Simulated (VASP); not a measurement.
Write the native input for VASP 6.6.1 that does the following.

* Task: single point
* Functional: PBEsol
* Potentials or basis: VASP PAW PBE potentials, release 64 (In_d, Sb)
* Cutoff: 500 eV
* k mesh: 10 × 10 × 10
* Occupations: gaussian, width 0.1 eV
* Spin: no spin polarisation
* Dipole correction: no
* Further INCAR settings: ALGO = Normal; EDIFF = 1e-06; NBANDS = 16

The structure of InSb lies in POSCAR:

```
InSb
1.0
    0.0000000000      3.2339052246      3.2807403761
    3.2339052246      0.0000000000      3.2807403761
    3.2339052246      3.2339052246      0.0000000000
In Sb
1 1
Direct
    0.0000000000      0.0000000000      0.0000000000
    0.2500000000      0.2500000000      0.2500000000
```

This cell differs from its parent crystal: strained cell.

The input as run:

INCAR

```
SYSTEM = InSb
  PREC = Accurate
  ENCUT = 500
  EDIFF = 1E-6
  ISMEAR = 0
  SIGMA = 0.1
  LREAL = .FALSE.
  LASPH = .TRUE.
  NELM = 120
  ALGO = Normal
  ISIF = 2
  LWAVE = .FALSE.
  LCHARG = .FALSE.
  GGA = PS
  NBANDS = 16
  GGA_COMPAT = .FALSE.
```

KPOINTS

```
regular mesh
0
G
  10 10 10
  0 0 0
```

Potentials or basis: VASP PAW PBE potentials, release 64 (In_d, Sb).

Command:

```console
$ cat potpaw_PBE.64/In_d/POTCAR potpaw_PBE.64/Sb/POTCAR > POTCAR
$ mpirun -np 1 vasp_std > vasp.out
```

It gave:

| Item | Value |
| --- | --- |
| Pressure | 0.4 GPa |
| Band gap on the k mesh | zero (filled and empty bands touch) |

Caveat: the cell differs from its parent crystal (strained cell); semilocal functionals underestimate gaps, so a narrow gap can read as zero; the PAW data sets were made with another functional, which shifts forces and pressure a little; spin-orbit coupling is left out, which moves the levels of the heavy elements.

It took 66 s on 1 thread of Intel(R) Xeon(R) Platinum 8488C (Sapphire Rapids), with other jobs on the host, peak memory 0.27 GiB.
